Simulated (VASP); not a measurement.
Runs of VASP 6.6.1 on Ir. The structure is that of space group I4/mmm (No. 139), or close to it. The cells are those of the table. 

| cell | gap on the mesh (eV) | pressure (GPa) |
| --- | --- | --- |
| a = 2.711, b = 2.711, c = 2.813 Å, angles 58.7, 58.7, 62.5°, 1 atom | none | -15.0 |
| a = 2.710, b = 2.710, c = 2.911 Å, angles 57.5, 57.5, 65.0°, 1 atom | none | (b) |
| a = 2.695, b = 2.695, c = 3.226 Å, angles 53.2, 53.2, 73.5°, 1 atom | none | -14.3 |
| a = 2.854, b = 2.854, c = 2.626 Å, angles 62.6, 62.6, 54.8°, 1 atom | none | -18.1 |
| a = 2.696, b = 2.696, c = 2.987 Å, angles 56.4, 56.4, 67.3°, 1 atom | none | (a) |

Alike in all rows: task single point; level LDA; potentials or basis VASP PAW LDA potentials, release 64 (Ir); no spin polarisation; k mesh 22 × 22 × 22; cutoff (eV) 520; smearing gaussian 0.15 eV.

**Question.** Fill in the values left out.

**Answer.** (a) -15.7; (b) -19.6.

Caveats: spin-orbit coupling is left out, which moves the levels of the heavy elements; the stress differs along the axes, from -23 to 1 GPa (at least some runs); the stress differs along the axes, from -33 to 7 GPa (at least some runs); the stress differs along the axes, from -36 to -3 GPa (at least some runs); the stress differs along the axes, from -48 to -3 GPa (at least some runs); the stress differs along the axes, from -30 to 13 GPa (at least some runs).

A k mesh can miss the band edges, and the runs leave out spin-orbit coupling on Ir.

A gap of «none» marks levels without a gap at the run's occupations.
